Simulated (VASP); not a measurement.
# Ti3Al (Pm) in VASP: single point with LDA

Aim: the single point of Ti3Al with LDA.

Program: VASP 6.6.1. These are calculated values, not measurements. Logs are shortened: lines on timing, memory, paths and dates and some standing lists are left out, and cuts for length are marked.

## (1) The cell of the first run

The structure is monoclinic, space group Pm (No. 6). The conventional cell has a = 2.861 Å, b = 9.051 Å, c = 2.861 Å, α = 90.00°, β = 120.00°, γ = 90.00°. Ti (site symmetry m) has 12 Ti at 2.63 to 2.99 Å within 3.5 Å. Within 3.5 Å of Ti (site symmetry 1) lie 9 Ti at 2.63 to 2.99 Å and 3 Al at 2.79 to 2.84 Å. Within 3.7 Å of Al (site symmetry m) lie 6 Ti at 2.79 to 2.84 Å and 6 Al at 2.86 Å.

## (2) Single point, LDA (atoms displaced along a vibrational mode)

INCAR

```
PREC = Accurate
ENCUT = 520
EDIFF = 1E-6
ISMEAR = 0
SIGMA = 0.15
LREAL = F
LASPH = T
NELM = 80
ALGO = Fast
ISIF = 2
LWAVE = F
LCHARG = F
GGA = CA
NBANDS = 28
```

KPOINTS

```
Automatic mesh
0
Gamma
  15 15 6
```

POSCAR

```
Ti3Al
1.0
    2.8609400907      0.0000000000      0.0000000000
   -1.4304700453      2.4776467973      0.0000000000
    0.0000000000      0.0000000000      9.0513401041
Ti Al
3 1
Direct
    0.5743893062      0.3333333333      0.0000000000
    0.3653019247      0.6666666667      0.7515223620
    0.3653019247      0.6666666667      0.2484776380
    0.7169439808      0.3333333333      0.5000000000
```

Potentials or basis: VASP PAW LDA potentials, release 64 (Ti_sv, Al).

On the command line:

```
> cat potpaw_LDA.64/Ti_sv/POTCAR potpaw_LDA.64/Al/POTCAR > POTCAR
> mpirun -np 1 vasp_std > vasp.out
```

OUTCAR:

```text
PREC = Accurate
   ENCUT = 520
   EDIFF = 1E-6
   ISMEAR = 0
   LREAL = F
   LASPH = T
   NELM = 80
   ISIF = 2
   GGA = CA

 ion  position               nearest neighbor table
   1  0.574  0.333  0.000-   2 2.63   3 2.63   2 2.81   3 2.81
   2  0.365  0.667  0.752-   1 2.63   4 2.79   1 2.81   4 2.81   4 2.84
   3  0.365  0.667  0.248-   1 2.63   4 2.79   1 2.81   4 2.81   4 2.84
   4  0.717  0.333  0.500-   2 2.79   3 2.79   2 2.81   3 2.81   2 2.84   3 2.84

  LATTYP: Found a hexagonal cell.
 ALAT       =     2.8609400907
 C/A-ratio  =     3.1637642933

  Lattice vectors:

 A1 = (   2.8609400907,   0.0000000000,   0.0000000000)
 A2 = (  -1.4304700453,   2.4776467973,   0.0000000000)
 A3 = (   0.0000000000,   0.0000000000,   9.0513401041)

Analysis of symmetry for initial positions (statically):
=====================================================================
 Subroutine PRICEL returns:
 Original cell was already a primitive cell.

 Routine SETGRP: Setting up the symmetry group for a
 hexagonal supercell.

 Subroutine GETGRP returns: Found  2 space group operations
 (whereof  2 operations were pure point group operations)
 out of a pool of 24 trial point group operations.

The static configuration has the point symmetry C_1h.

Analysis of symmetry for dynamics (positions and initial velocities):
=====================================================================
 Subroutine PRICEL returns:
 Original cell was already a primitive cell.

 Routine SETGRP: Setting up the symmetry group for a
 hexagonal supercell.

 Subroutine GETGRP returns: Found  2 space group operations
 (whereof  2 operations were pure point group operations)
 out of a pool of 24 trial point group operations.

The dynamic configuration has the point symmetry C_1h.

 Subroutine INISYM returns: Found  2 space group operations
 (whereof  2 operations are pure point group operations),
 and found     1 'primitive' translations

----------------------------------------------------------------------------------------

                                     Primitive cell

  volume of cell :      64.1595

  direct lattice vectors                    reciprocal lattice vectors
     2.860940091  0.000000000  0.000000000     0.349535456  0.201804390  0.000000000
    -1.430470045  2.477646797  0.000000000     0.000000000  0.403608780  0.000000000
     0.000000000  0.000000000  9.051340104     0.000000000  0.000000000  0.110480878

  length of vectors
     2.860940091  2.860940091  9.051340104     0.403608780  0.403608780  0.110480878

  position of ions in fractional coordinates (direct lattice)
     0.574389306  0.333333333  0.000000000
     0.365301925  0.666666667  0.751522362
     0.365301925  0.666666667  0.248477638
     0.716943981  0.333333333  0.500000000

  ion indices of the primitive-cell ions
   primitive index   ion index
                 1           1
                 2           2
                 3           3
                 4           4

----------------------------------------------------------------------------------------

 KPOINTS: Automatic mesh

Automatic generation of k-mesh.
 Grid dimensions read from file:
 generate k-points for:   15   15    6

 Generating k-lattice:

  Cartesian coordinates                     Fractional coordinates (reciprocal lattice)
     0.023302364  0.013453626  0.000000000     0.066666667  0.000000000  0.000000000
     0.000000000  0.026907252  0.000000000     0.000000000  0.066666667  0.000000000
     0.000000000  0.000000000  0.018413480     0.000000000  0.000000000  0.166666667

  Length of vectors
     0.026907252  0.026907252  0.018413480

  Shift w.r.t. Gamma in fractional coordinates (k-lattice)
     0.000000000  0.000000000  0.000000000

 Subroutine IBZKPT returns following result:
 ===========================================

 Found    452 irreducible k-points:

 Following reciprocal coordinates:
            Coordinates               Weight
  0.000000  0.000000  0.000000      1.000000
  0.066667  0.000000  0.000000      2.000000
  0.000000  0.066667  0.000000      2.000000
 -0.066667  0.066667  0.000000      2.000000
  0.133333  0.000000  0.000000      2.000000
  0.000000  0.133333  0.000000      2.000000
[... 16 lines left out ...]
  0.066667  0.066667  0.000000      2.000000
 -0.066667  0.133333  0.000000      2.000000
 [... further k-points ...]
   k-points           NKPTS =    452   k-points in BZ     NKDIM =    452   number of bands    NBANDS=     28
   number of dos      NEDOS =    301   number of ions     NIONS =      4
   total plane-waves  NPLWV =  40320
   dimension x,y,z NGX =    24 NGY =   24 NGZ =   70
   dimension x,y,z NGXF=    48 NGYF=   48 NGZF=  140
   ions per type =               3   1
   NGX,Y,Z   is equivalent  to a cutoff of  13.95, 13.95, 12.86 a.u.
   NGXF,Y,Z  is equivalent  to a cutoff of  27.89, 27.89, 25.71 a.u.
 SYSTEM =  unknown system
   PREC   = accura    normal or accurate (medium, high low for compatibility)
   ISTART =      0    job   : 0-new  1-cont  2-samecut
   ICHARG =      2    charge: 1-file 2-atom 10-const
   ISPIN  =      1    spin polarized calculation?
   LNONCOLLINEAR =      F non collinear calculations
   LSORBIT =      F    spin-orbit coupling
   LASPH  =      T    aspherical Exc in radial PAW
   ENCUT  =  520.0 eV  38.22 Ry    6.18 a.u.   5.32  5.32 16.83*2*pi/ulx,y,z
   NELM   =     80;   NELMIN=  2; NELMDL= -5     # of ELM steps
   EDIFF  = 0.1E-05   stopping-criterion for ELM
   LREAL  =      F    real-space projection
   EDIFFG = 0.1E-04   stopping-criterion for IOM
   NSW    =      0    number of steps for IOM
   IBRION =     -1    ionic relax: 0-MD 1-quasi-New 2-CG
   NFREE  =      0    steps in history (QN), initial steepest desc. (CG)
   ISIF   =      2    stress and relaxation
   ISYM   =      2    0-nonsym 1-usesym 2-fastsym
   POTIM  = 0.5000    time-step for ionic-motion
   TEBEG  =    0.0;   TEEND  =   0.0 temperature during run
   PSTRESS=    0.0 pullay stress
   NELECT =      39.0000    total number of electrons
   NUPDOWN=      -1.0000    fix difference up-down
   EMIN   =  10.00;   EMAX   =-10.00  energy-range for DOS
   EFERMI =   0.00;   METHOD = LEGACY
   ISMEAR =     0;   SIGMA  =   0.15  broadening in eV -4-tet -1-fermi 0-gaus
   EFERMI_NEDOS =   21; number of points for ismear=-14 and -15
   IALGO  =     68    algorithm
   IMIX   =      4    mixing-type and parameters
     AMIX     =   0.40;   BMIX     =  1.00
     AMIX_MAG =   1.60;   BMIX_MAG =  1.00
  volume/ion in A,a.u.               =      16.04       108.24
  Fermi-wavevector in a.u.,A,eV,Ry     =   1.386786  2.620645 26.166378  1.923175
  Thomas-Fermi vector in A             =   2.511069
   LORBIT       =      0    0 simple, 1 ext, 2 COOP (PROOUT), +10 PAW based schemes
   GGA     = CA    functional components
   LHFCALC =     F    Hartree Fock is set to
   AEXX    =    0.0000 exact exchange contribution
   IVDW    =     0    specifies the selected vdW correction
   LEPSILON=     F    determine dielectric tensor
   LRPA    =     F    only Hartree local field effects (RPA)
 non-spin polarized calculation
 RMM-DIIS sequential band-by-band and
 Gauss-broadening in eV      SIGMA  =   0.15
  energy-cutoff  :      520.00
  volume of cell :       64.16
 maximum number of plane-waves:      1756
 NGX is ok and might be reduce to    24
   NGX = 11   NGY = 11   NGZ = 33

 number of electron      39.0000002 magnetization

 Free energy of the ion-electron system (eV)
  ---------------------------------------------------
  ext. energy  EPLUGINS =         0.00000000
  ---------------------------------------------------
  free energy    TOTEN  =       -30.29369595 eV

  energy without entropy =      -30.24531359  energy(sigma->0) =      -30.26950477

 E-fermi :   8.4117     XC(G=0): -11.7416

 val. band max:        8.4105525288   @ k =   0.4667   0.2667   0.0000
 cond. band min:       8.4138347944   @ k =  -0.2000   0.3333  -0.3333
 fundamental gap:      0.0032822656
 Fermi energy:         8.4117127236

 k-point     1 :       0.0000    0.0000    0.0000
  band No.  band energies     occupation
      1     -47.4466      2.00000
      2     -47.3949      2.00000
      3     -47.2685      2.00000
      4     -24.4447      2.00000
      5     -24.1219      2.00000
      6     -23.7193      2.00000
[... 20 lines left out ...]
     27      11.1110      0.00000
     28      11.1903      0.00000

 k-point     2 :       0.0667    0.0000    0.0000
  band No.  band energies     occupation
      1     -47.4414      2.00000
      2     -47.3904      2.00000
      3     -47.2648      2.00000
      4     -24.4370      2.00000
      5     -24.1199      2.00000
      6     -23.7285      2.00000
[... 20 lines left out ...]
     27      11.0913      0.00000
     28      11.1804      0.00000

 k-point     3 :       0.0000    0.0667    0.0000
  band No.  band energies     occupation
      1     -47.4409      2.00000
      2     -47.3904      2.00000
      3     -47.2653      2.00000
      4     -24.4354      2.00000
      5     -24.1223      2.00000
      6     -23.7381      2.00000
[... 20 lines left out ...]
     27      11.0950      0.00000
     28      11.1628      0.00000

 k-point     4 :      -0.0667    0.0667    0.0000
  band No.  band energies     occupation
      1     -47.4407      2.00000
      2     -47.3904      2.00000
      3     -47.2655      2.00000
      4     -24.4346      2.00000
      5     -24.1236      2.00000
      6     -23.7436      2.00000
[... 20 lines left out ...]
     27      11.0091      0.00000
     28      11.1800      0.00000

 k-point     5 :       0.1333    0.0000    0.0000
  band No.  band energies     occupation
      1     -47.4266      2.00000
      2     -47.3778      2.00000
      3     -47.2545      2.00000
      4     -24.4156      2.00000
      5     -24.1157      2.00000
      6     -23.7940      2.00000
[... 20 lines left out ...]
     27      11.0240      0.00000
     28      11.0999      0.00000

 k-point     6 :       0.0000    0.1333    0.0000
  band No.  band energies     occupation
      1     -47.4246      2.00000
      2     -47.3778      2.00000
      3     -47.2564      2.00000
      4     -24.4093      2.00000
      5     -24.1261      2.00000
      6     -23.8091      2.00000
[... 463 lines left out ...]
      5     -24.3720      2.00000
      6     -24.2606      2.00000
[... 20 lines left out ...]
     27      12.0839      0.00000
     28      12.3268      0.00000

 k-point    22 :      -0.4667    0.4667    0.0000
  band No.  band energies     occupation
      1     -47.2954      2.00000
      2     -47.2916      2.00000
      3     -47.2136      2.00000
      4     -24.4100      2.00000
      5     -24.3892      2.00000
      6     -24.2664      2.00000
[... 20 lines left out ...]
     27      12.1082      0.00000
     28      12.2186      0.00000

 k-point    23 :       0.0667    0.0667    0.0000
  band No.  band energies     occupation
      1     -47.4311      2.00000
      2     -47.3819      2.00000
      3     -47.2581      2.00000
      4     -24.4215      2.00000
      5     -24.1178      2.00000
      6     -23.7681      2.00000
[... 20 lines left out ...]
     27      11.0195      0.00000
     28      11.0746      0.00000

 k-point    24 :      -0.0667    0.1333    0.0000
  band No.  band energies     occupation
      1     -47.4289      2.00000
      2     -47.3818      2.00000
      3     -47.2602      2.00000
      4     -24.4147      2.00000
      5     -24.1296      2.00000
      6     -23.7981      2.00000
[... 20 lines left out ...]
     27      10.9546      0.00000
     28      11.1857      0.00000

 [... further k-points ...]

------------------------ aborting loop because EDIFF is reached ----------------------------------------

  FORCE on cell =-STRESS in cart. coord.  units (eV):
  Direction    XX          YY          ZZ          XY          YZ          ZX
  --------------------------------------------------------------------------------------
  -------------------------------------------------------------------------------------
  Total       -0.1662136     -0.4373681     -0.0730603     -0.6148955      0.0000000      0.0000000
  in kB       -4.1506498    -10.9218604     -1.8244469    -15.3550366      0.0000000      0.0000000
  external PRESSURE =      -5.6323190 kB  Pullay stress =       0.0000000 kB

 VOLUME and BASIS-vectors are now :
 -----------------------------------------------------------------------------
  energy-cutoff  :      520.00
  volume of cell :       64.16
      direct lattice vectors                 reciprocal lattice vectors
     2.860940091  0.000000000  0.000000000     0.349535456  0.201804390  0.000000000
    -1.430470045  2.477646797  0.000000000     0.000000000  0.403608780  0.000000000
     0.000000000  0.000000000  9.051340104     0.000000000  0.000000000  0.110480878

 POSITION                                       TOTAL-FORCE (eV/Angst)
 -----------------------------------------------------------------------------------
      1.16647      0.82588      0.00000         0.381493     -0.079903      0.000000
      0.09146      1.65176      6.80228        -0.139867      0.051617      0.012009
      0.09146      1.65176      2.24906        -0.139867      0.051617     -0.012009
      1.57431      0.82588      4.52567        -0.101760     -0.023332      0.000000
 -----------------------------------------------------------------------------------
    total drift:                               -0.000056     -0.000004     -0.000000

  FREE ENERGIE OF THE ION-ELECTRON SYSTEM (eV)
  ---------------------------------------------------
  free  energy   TOTEN  =       -30.2936959460 eV

  energy  without entropy=      -30.2453135949  energy(sigma->0) =      -30.26950477
```

It took 33 min on 1 thread of Intel Xeon Platinum 8488C (Sapphire Rapids), shared host; peak memory 0.68 GiB.

Results:

* Free energy: -30.2937 eV
* Pressure: -0.6 GPa
* Largest force: 0.390 eV/Å
* Band gap on the k mesh: zero (an odd number of electrons rules out a gap without spin polarisation)

Forces on the atoms (eV/Å):
```
Ti   0.381 -0.080  0.000
Ti  -0.140  0.052  0.012
Ti  -0.140  0.052 -0.012
Al  -0.102 -0.023  0.000
```

Caveat: the cell differs from its parent crystal (atoms displaced along a vibrational mode).
